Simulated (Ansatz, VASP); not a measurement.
**Si3C2 in VASP and in Ansatz**

The input INCAR:

```
  PREC = Accurate
  ENCUT = 600
  EDIFF = 1E-6
  ISMEAR = 0
  SIGMA = 0.1
  LREAL = F
  LASPH = T
  NELM = 80
  ALGO = Normal
  ISIF = 3
  LWAVE = F
  LCHARG = F
  GGA = PE
  IBRION = 2
  NSW = 90
  EDIFFG = -0.04
```

Contents of KPOINTS:

```
Automatic mesh
0
Gamma
  6 6 1
```

File POSCAR:

```
Si3C2
1.0
    2.7243899600      0.0000000000      0.0000000000
   -1.3621949800      2.3593909200      0.0000000000
    0.0000000000      0.0000000000     22.1585041900
Si C
6 4
Direct
    0.3333333300      0.6666666700      0.4000000000
    0.3333333300      0.6666666700      0.6000000000
    0.6666666700      0.3333333300      0.9000000000
    0.6666666700      0.3333333300      0.1000000000
    0.6666666700      0.3333333300      0.3000000000
    0.6666666700      0.3333333300      0.7000000000
    0.3333333300      0.6666666700      0.8000000000
    0.3333333300      0.6666666700      0.0000000000
    0.3333333300      0.6666666700      0.2000000000
    0.6666666700      0.3333333300      0.5000000000
```

Input for Ansatz:

```yaml
crystal:
  lattice:
    - [2.72438996, 0.0, 0.0]
    - [-1.36219498, 2.35939092, 0.0]
    - [0.0, 0.0, 22.15850419]
  atoms:
    - { symbol: Si, position: [0.33333333, 0.66666667, 0.4] }
    - { symbol: Si, position: [0.33333333, 0.66666667, 0.6] }
    - { symbol: Si, position: [0.66666667, 0.33333333, 0.9] }
    - { symbol: Si, position: [0.66666667, 0.33333333, 0.1] }
    - { symbol: Si, position: [0.66666667, 0.33333333, 0.3] }
    - { symbol: Si, position: [0.66666667, 0.33333333, 0.7] }
    - { symbol: C, position: [0.33333333, 0.66666667, 0.8] }
    - { symbol: C, position: [0.33333333, 0.66666667, 0.0] }
    - { symbol: C, position: [0.33333333, 0.66666667, 0.2] }
    - { symbol: C, position: [0.66666667, 0.33333333, 0.5] }
basis:
  ecutwfc: 420
kpoints:
  mp_grid: { grid: [6, 6, 1] }
hamiltonian:
  xc: pbe
scf:
  occupations: { method: gaussian, width: 0.1 }
  lower_state_search: "off"
output:
  forces: true
  stress: true
  eigenvalues: true
relax:
  adjacent_minimum: "off"
  f_tol: 0.04
  max_steps: 70
  cell: { stress_tol: 0.4 }
```

Alike in both runs: task relaxation of cell and atoms; functional PBE; k mesh 6 × 6 × 1; occupations gaussian, width 0.1 eV; no spin polarisation.

|  | VASP | Ansatz |
| --- | --- | --- |
| version | VASP 6.6.1 | Ansatz 0.2.0 |
| potentials or method | VASP PAW PBE potentials, release 64 (Si, C), cutoff 600 eV | scalar-relativistic, plane waves, PAW |
| valence electrons in the cell | 40 | 40 |

|  | VASP | Ansatz | Ansatz less VASP |
| --- | --- | --- | --- |
| gap on the k mesh at the Fermi level, each at its own relaxed structure (eV) | none | none | - |
| relaxed volume (Å³/atom) | 10.52 | 10.51 | -0.003 |
| relaxed cell length with the largest relative difference (Å) | 14.220 | 14.256 | +0.0357 |

A gap of «none» marks a metal or a gap that the smearing closes.

The k mesh is coarse, so the values compare programs but aren't converged. Noted on VASP's run: the volume moved by over 15 % at a fixed basis, so the end points are rough.
